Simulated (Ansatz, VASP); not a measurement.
# HfO2 in VASP and in Ansatz

POSCAR

```
HfO2
1.0
    3.6168510000      0.0000000000      0.0000000000
    1.8084255000      3.1322848477      0.0000000000
    1.8084255000      1.0440949492      2.9531464752
Hf O
1 2
Direct
    0.0000000000      0.0000000000      0.0000000000
    0.2500000000      0.2500000000      0.2500000000
    0.7500000000      0.7500000000      0.7500000000
```

Contents of INCAR.step1:

```
SYSTEM = HfO2
PREC = Accurate ; ENCUT = 600
ISMEAR = 0 ; SIGMA = 0.01
LREAL = .False. ; LASPH = .True.
NELM = 100 ; GGA = PE
ALGO = Normal ; EDIFF = 1E-4
LWAVE = .True. ; LCHARG = .False.
```

INCAR.step2

```
SYSTEM = HfO2
PREC = Accurate ; ENCUT = 600
EDIFF = 1E-6 ; ISMEAR = 0
SIGMA = 0.01 ; LREAL = .False.
LASPH = .True. ; NELM = 100
ALGO = Normal ; ISIF = 3
LWAVE = .False. ; LCHARG = .False.
METAGGA = R2SCAN ; LMIXTAU = .True.
IVDW = 13 ; VDW_S6 = 1.0
VDW_S8 = 0.6018749 ; VDW_A1 = 0.51559235
VDW_A2 = 5.77342911 ; IBRION = 2
NSW = 100 ; EDIFFG = -0.02
ISTART = 1
```

Contents of KPOINTS:

```
Automatic mesh
0
Gamma
  6 6 6
  0 0 0
```

Input for Ansatz:

```yaml
crystal:
  lattice:
    - [3.616851, 0.0, 0.0]
    - [1.8084255000000005, 3.1322848477031506, 0.0]
    - [1.8084255000000005, 1.0440949492343836, 2.9531464752250263]
  atoms:
    - { symbol: Hf, position: [0.0, 0.0, 0.0] }
    - { symbol: O, position: [0.25000000000000006, 0.25, 0.25] }
    - { symbol: O, position: [0.75, 0.75, 0.75] }
kpoints:
  mp_grid:
    grid: [6, 6, 6]
hamiltonian:
  xc: r2scan
  dispersion: d4
scf:
  occupations:
    method: fixed
relax:
  f_tol: 0.02
  max_steps: 100
  cell: {}
```

Alike in both runs: task relaxation of cell and atoms; functional r2SCAN; dispersion D4; k mesh 6 × 6 × 6; no spin polarisation.

|  | VASP | Ansatz |
| --- | --- | --- |
| version | VASP 6.6.1 | Ansatz 0.2.0 |
| potentials or method | VASP PAW PBE potentials, release 64 (Hf_pv, O) | plane waves, PAW |
| plane-wave cutoff (eV) | 600 | 500 |
| occupations | gaussian, width 0.01 eV | fixed |
| valence electrons in the cell | 22 | 38 |

|  | VASP | Ansatz | Ansatz less VASP |
| --- | --- | --- | --- |
| relaxed volume (Å³/atom) | 10.56 | 10.73 | +0.170 |
| relaxed cell length with the largest relative difference (Å) | 3.552 | 3.571 | +0.0189 |

VASP's potentials were made for PBE, not for r2SCAN. VASP's potentials hold 22 valence electrons a cell and Ansatz's 38, so a difference there can come from the potentials and not from the codes.

Spin-orbit coupling is off throughout.
